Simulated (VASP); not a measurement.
# BN in VASP: further runs, part 2 of 2

VASP 6.6.1.

### 5 Single point, PBEsol

Input file INCAR:

```
ALGO = Normal
EDIFF = 1E-6
ENCUT = 520
GGA = PS
ISIF = 2
ISMEAR = 0
LASPH = True
LCHARG = True
LELF = True
LREAL = False
LVHAR = True
LWAVE = False
NBANDS = 11
NELM = 80
PREC = Accurate
SIGMA = 0.01
```

Input file KPOINTS:

```
k-points
0
Gamma
  12 12 12
```

Input file POSCAR:

```
BN
1.0
    0.0000000000      1.8028454624      1.8028454624
    1.8028454624      0.0000000000      1.8028454624
    1.8028454624      1.8028454624      0.0000000000
B N
1 1
Direct
    0.0000000000      0.0000000000      0.0000000000
    0.7500000000      0.7500000000      0.7500000000
```

Potentials or basis: VASP PAW PBE potentials, release 64 (B, N).

On the command line:

```bash
cat potpaw_PBE.64/B/POTCAR potpaw_PBE.64/N/POTCAR > POTCAR
mpirun -np 1 vasp_std > vasp.out
```

OUTCAR:

```text
EDIFF = 1E-6
   ENCUT = 520
   GGA = PS
   ISIF = 2
   ISMEAR = 0
   LASPH = True
   LREAL = False
   NELM = 80
   PREC = Accurate

 ion  position               nearest neighbor table
   1  0.000  0.000  0.000-   2 1.56   2 1.56   2 1.56   2 1.56
   2  0.750  0.750  0.750-   1 1.56   1 1.56   1 1.56   1 1.56

  LATTYP: Found a face centered cubic cell.
 ALAT       =     3.6056909248

  Lattice vectors:

 A1 = (   0.0000000000,   1.8028454624,   1.8028454624)
 A2 = (   1.8028454624,   0.0000000000,   1.8028454624)
 A3 = (   1.8028454624,   1.8028454624,   0.0000000000)

Analysis of symmetry for initial positions (statically):
=====================================================================
 Subroutine PRICEL returns:
 Original cell was already a primitive cell.

 Routine SETGRP: Setting up the symmetry group for a
 face centered cubic supercell.

 Subroutine GETGRP returns: Found 24 space group operations
 (whereof 24 operations were pure point group operations)
 out of a pool of 48 trial point group operations.

The static configuration has the point symmetry T_d .

Analysis of symmetry for dynamics (positions and initial velocities):
=====================================================================
 Subroutine PRICEL returns:
 Original cell was already a primitive cell.

 Routine SETGRP: Setting up the symmetry group for a
 face centered cubic supercell.

 Subroutine GETGRP returns: Found 24 space group operations
 (whereof 24 operations were pure point group operations)
 out of a pool of 48 trial point group operations.

The dynamic configuration has the point symmetry T_d .

 Subroutine INISYM returns: Found 24 space group operations
 (whereof 24 operations are pure point group operations),
 and found     1 'primitive' translations

----------------------------------------------------------------------------------------

                                     Primitive cell

  volume of cell :      11.7194

  direct lattice vectors                    reciprocal lattice vectors
     0.000000000  1.802845462  1.802845462    -0.277339356  0.277339356  0.277339356
     1.802845462  0.000000000  1.802845462     0.277339356 -0.277339356  0.277339356
     1.802845462  1.802845462  0.000000000     0.277339356  0.277339356 -0.277339356

  length of vectors
     2.549608504  2.549608504  2.549608504     0.480365856  0.480365856  0.480365856

  position of ions in fractional coordinates (direct lattice)
     0.000000000  0.000000000  0.000000000
     0.750000000  0.750000000  0.750000000

  ion indices of the primitive-cell ions
   primitive index   ion index
                 1           1
                 2           2

----------------------------------------------------------------------------------------

 KPOINTS: k-points

Automatic generation of k-mesh.
 Grid dimensions read from file:
 generate k-points for:   12   12   12

 Generating k-lattice:

  Cartesian coordinates                     Fractional coordinates (reciprocal lattice)
    -0.023111613  0.023111613  0.023111613     0.083333333  0.000000000  0.000000000
     0.023111613 -0.023111613  0.023111613     0.000000000  0.083333333  0.000000000
     0.023111613  0.023111613 -0.023111613     0.000000000  0.000000000  0.083333333

  Length of vectors
     0.040030488  0.040030488  0.040030488

  Shift w.r.t. Gamma in fractional coordinates (k-lattice)
     0.000000000  0.000000000  0.000000000

 Subroutine IBZKPT returns following result:
 ===========================================

 Found     72 irreducible k-points:

 Following reciprocal coordinates:
            Coordinates               Weight
  0.000000  0.000000  0.000000      1.000000
  0.083333  0.000000  0.000000      8.000000
  0.166667  0.000000  0.000000      8.000000
  0.250000  0.000000  0.000000      8.000000
  0.333333  0.000000  0.000000      8.000000
  0.416667  0.000000  0.000000      8.000000
[... 16 lines left out ...]
  0.500000  0.166667  0.000000     24.000000
 -0.416667  0.166667  0.000000     24.000000
 [... further k-points ...]
   k-points           NKPTS =     72   k-points in BZ     NKDIM =     72   number of bands    NBANDS=     11
   number of dos      NEDOS =    301   number of ions     NIONS =      2
   total plane-waves  NPLWV =   8000
   dimension x,y,z NGX =    20 NGY =   20 NGZ =   20
   dimension x,y,z NGXF=    40 NGYF=   40 NGZF=   40
   ions per type =               1   1
   NGX,Y,Z   is equivalent  to a cutoff of  13.04, 13.04, 13.04 a.u.
   NGXF,Y,Z  is equivalent  to a cutoff of  26.08, 26.08, 26.08 a.u.
 SYSTEM =  unknown system
   PREC   = accura    normal or accurate (medium, high low for compatibility)
   ISTART =      0    job   : 0-new  1-cont  2-samecut
   ICHARG =      2    charge: 1-file 2-atom 10-const
   ISPIN  =      1    spin polarized calculation?
   LNONCOLLINEAR =      F non collinear calculations
   LSORBIT =      F    spin-orbit coupling
   LASPH  =      T    aspherical Exc in radial PAW
   ENCUT  =  520.0 eV  38.22 Ry    6.18 a.u.   4.74  4.74  4.74*2*pi/ulx,y,z
   NELM   =     80;   NELMIN=  2; NELMDL= -5     # of ELM steps
   EDIFF  = 0.1E-05   stopping-criterion for ELM
   LREAL  =      F    real-space projection
   EDIFFG = 0.1E-04   stopping-criterion for IOM
   NSW    =      0    number of steps for IOM
   IBRION =     -1    ionic relax: 0-MD 1-quasi-New 2-CG
   NFREE  =      0    steps in history (QN), initial steepest desc. (CG)
   ISIF   =      2    stress and relaxation
   ISYM   =      2    0-nonsym 1-usesym 2-fastsym
   POTIM  = 0.5000    time-step for ionic-motion
   TEBEG  =    0.0;   TEEND  =   0.0 temperature during run
   PSTRESS=    0.0 pullay stress
   NELECT =       8.0000    total number of electrons
   NUPDOWN=      -1.0000    fix difference up-down
   EMIN   =  10.00;   EMAX   =-10.00  energy-range for DOS
   EFERMI =   0.00;   METHOD = LEGACY
   ISMEAR =     0;   SIGMA  =   0.01  broadening in eV -4-tet -1-fermi 0-gaus
   EFERMI_NEDOS =   21; number of points for ismear=-14 and -15
   IALGO  =     38    algorithm
   IMIX   =      4    mixing-type and parameters
     AMIX     =   0.40;   BMIX     =  1.00
     AMIX_MAG =   1.60;   BMIX_MAG =  1.00
  volume/ion in A,a.u.               =       5.86        39.54
  Fermi-wavevector in a.u.,A,eV,Ry     =   1.441461  2.723967 28.270331  2.077811
  Thomas-Fermi vector in A             =   2.560091
   LORBIT       =      0    0 simple, 1 ext, 2 COOP (PROOUT), +10 PAW based schemes
   GGA     = PS    functional components
   LHFCALC =     F    Hartree Fock is set to
   AEXX    =    0.0000 exact exchange contribution
   IVDW    =     0    specifies the selected vdW correction
   LEPSILON=     F    determine dielectric tensor
   LRPA    =     F    only Hartree local field effects (RPA)
 non-spin polarized calculation
 Gauss-broadening in eV      SIGMA  =   0.01
  energy-cutoff  :      520.00
  volume of cell :       11.72
 maximum number of plane-waves:       332
   NGX =  9   NGY =  9   NGZ =  9

 number of electron       7.9999999 magnetization

 Free energy of the ion-electron system (eV)
  ---------------------------------------------------
  ext. energy  EPLUGINS =         0.00000000
  ---------------------------------------------------
  free energy    TOTEN  =       -18.34684991 eV

  energy without entropy =      -18.34684991  energy(sigma->0) =      -18.34684991

 E-fermi :   7.5020     XC(G=0): -13.0540

 val. band max:        7.4583839172   @ k =   0.0000   0.0000   0.0000
 cond. band min:      11.7431848772   @ k =   0.5000   0.5000   0.0000
 fundamental gap:      4.2848009601
 Fermi energy:         7.5020238578

 k-point     1 :       0.0000    0.0000    0.0000
  band No.  band energies     occupation
      1     -12.8831      2.00000
      2       7.4584      2.00000
      3       7.4584      2.00000
      4       7.4584      2.00000
      5      16.2563      0.00000
      6      16.2563      0.00000
      7      16.2563      0.00000
      8      17.8510      0.00000
      9      32.1135      0.00000
     10      35.2430      0.00000
     11      35.2430      0.00000
[... 309 lines left out ...]
 k-point    24 :      -0.4167    0.1667    0.0000
  band No.  band energies     occupation
      1      -8.2084      2.00000
      2      -2.6878      2.00000
      3       3.2838      2.00000
      4       4.8549      2.00000
      5      16.6797      0.00000
      6      19.6896      0.00000
      7      19.6914      0.00000
      8      23.1586      0.00000
      9      28.3996      0.00000
     10      32.7413      0.00000
     11      34.1721      0.00000

 [... further k-points ...]

------------------------ aborting loop because EDIFF is reached ----------------------------------------

  FORCE on cell =-STRESS in cart. coord.  units (eV):
  Direction    XX          YY          ZZ          XY          YZ          ZX
  --------------------------------------------------------------------------------------
  -------------------------------------------------------------------------------------
  Total        0.0456290      0.0456290      0.0456290     -0.0000000      0.0000000      0.0000000
  in kB        6.2380144      6.2380144      6.2380144     -0.0000000      0.0000000      0.0000000
  external PRESSURE =       6.2380144 kB  Pullay stress =       0.0000000 kB

 VOLUME and BASIS-vectors are now :
 -----------------------------------------------------------------------------
  energy-cutoff  :      520.00
  volume of cell :       11.72
      direct lattice vectors                 reciprocal lattice vectors
     0.000000000  1.802845462  1.802845462    -0.277339356  0.277339356  0.277339356
     1.802845462  0.000000000  1.802845462     0.277339356 -0.277339356  0.277339356
     1.802845462  1.802845462  0.000000000     0.277339356  0.277339356 -0.277339356

 POSITION                                       TOTAL-FORCE (eV/Angst)
 -----------------------------------------------------------------------------------
      0.00000      0.00000      0.00000         0.000000     -0.000000     -0.000000
      2.70427      2.70427      2.70427        -0.000000      0.000000      0.000000
 -----------------------------------------------------------------------------------
    total drift:                               -0.000000     -0.000000     -0.000000

  FREE ENERGIE OF THE ION-ELECTRON SYSTEM (eV)
  ---------------------------------------------------
  free  energy   TOTEN  =       -18.3468499085 eV

  energy  without entropy=      -18.3468499085  energy(sigma->0) =      -18.34684991
```

OSZICAR:

```text
N       E                     dE             d eps       ncg     rms          rms(c)
DAV:   1     0.100991215404E+02    0.10099E+02   -0.49689E+03  1643   0.724E+02
DAV:   2    -0.187619072993E+02   -0.28861E+02   -0.27944E+02  1911   0.166E+02
DAV:   3    -0.193034094205E+02   -0.54150E+00   -0.54059E+00  1857   0.193E+01
DAV:   4    -0.193040444450E+02   -0.63502E-03   -0.63500E-03  1704   0.731E-01
DAV:   5    -0.193040449778E+02   -0.53283E-06   -0.53282E-06  1851   0.212E-02    0.660E+00
DAV:   6    -0.184534582778E+02    0.85059E+00   -0.26643E+00  1665   0.937E+00    0.328E+00
DAV:   7    -0.183674968338E+02    0.85961E-01   -0.10228E-01  1782   0.255E+00    0.188E+00
DAV:   8    -0.183468323385E+02    0.20664E-01   -0.32834E-02  1785   0.125E+00    0.182E-01
DAV:   9    -0.183468290169E+02    0.33215E-05   -0.84435E-04  1701   0.245E-01    0.797E-02
DAV:  10    -0.183468480638E+02   -0.19047E-04   -0.61925E-05  1763   0.689E-02    0.132E-02
DAV:  11    -0.183468498794E+02   -0.18156E-05   -0.41082E-06  1766   0.155E-02    0.838E-03
DAV:  12    -0.183468499085E+02   -0.29147E-07   -0.98235E-07   825   0.667E-03
   1 F= -.18346850E+02 E0= -.18346850E+02  d E =-.524736E-13
```

It took 4.7 s on 1 thread of AMD EPYC 9R45 (Zen 5), shared host; peak memory 0.09 GiB.

What came out:

* Free energy: -18.3468 eV
* Pressure: 0.6 GPa
* Band gap on the k mesh: 4.28 eV (least direct gap 8.80 eV)

Caveat: the PAW data sets were made with another functional, which shifts forces and pressure a little. A k mesh can miss the band edges.

### 6 Single point, PBEsol

Input file INCAR:

```
SYSTEM = BN
PREC = Accurate
ENCUT = 520
EDIFF = 1E-6
ISMEAR = 0
SIGMA = 0.02
LREAL = .False.
LASPH = .True.
NELM = 100
ALGO = Normal
ISIF = 2
LWAVE = .False.
LCHARG = .False.
GGA = PS
NBANDS = 11
```

Input file KPOINTS:

```
regular mesh
0
Gamma
  12 12 12
  0 0 0
```

POSCAR is that of step 5.

Potentials or basis: VASP PAW PBE potentials, release 64 (B, N).

On the command line:

```bash
cat potpaw_PBE.64/B/POTCAR potpaw_PBE.64/N/POTCAR > POTCAR
mpirun -np 1 vasp_std > vasp.out
```

It took 4.5 s on 1 thread of AMD EPYC 9R45 (Zen 5), shared host; peak memory 0.09 GiB.

Results (log left out):

```
Free energy            : -18.3468 eV
Pressure               : 0.6 GPa
Band gap on the k mesh : 4.28 eV (least direct gap 8.80 eV)
```

Levels at points of the mesh, in eV from the valence-band top:
| k point | band 1 | band 2 | band 3 | band 4 | band 5 | band 6 | band 7 | band 8 | band 9 |
| --- | --- | --- | --- | --- | --- | --- | --- | --- | --- |
| (0.00, 0.00, 0.00) | -20.34 | 0.00 | 0.00 | 0.00 | 8.80 | 8.80 | 8.80 | 10.39 | 24.66 |
| (0.50, 0.00, 0.00) | -16.04 | -10.85 | -1.96 | -1.96 | 10.19 | 10.66 | 10.66 | 15.15 | 23.30 |
| (0.50, 0.50, 0.00) | -14.65 | -9.02 | -4.98 | -4.98 | 4.28 | 9.13 | 18.00 | 18.00 | 20.75 |

Caveat: the PAW data sets were made with another functional, which shifts forces and pressure a little. A k mesh can miss the band edges.

### 7 Overview

```csv
cell,smearing,gap on the mesh (eV),pressure (GPa)
"a = 2.544, b = 2.550, c = 2.545 Å, angles 60.3, 60.3, 59.8°, 2 atoms, atomic positions A",gaussian 0.02 eV,3.71,1.9
"a = 2.532 Å, angles 60.0°, 2 atoms, atomic positions B",gaussian 0.01 eV,4.31,8.8
"a = 2.566 Å, angles 60.0°, 2 atoms, atomic positions B",gaussian 0.01 eV,4.26,-6.8
"a = 2.550 Å, angles 60.0°, 2 atoms, atomic positions B",gaussian 0.01 eV,4.28,0.6
"a = 2.550 Å, angles 60.0°, 2 atoms, atomic positions B",gaussian 0.02 eV,4.28,0.6
```

Alike in all rows: task single point; level PBEsol; potentials or basis VASP PAW PBE potentials, release 64 (B, N); no spin polarisation; k mesh 12 × 12 × 12; cutoff (eV) 520.

Caveats: the PAW data sets were made with another functional, which shifts forces and pressure a little; the cell stands under pressure (at least some runs); the cell stands under tension (at least some runs).

Total energies depend on the potentials used, so only differences within one code and one set of settings carry meaning.
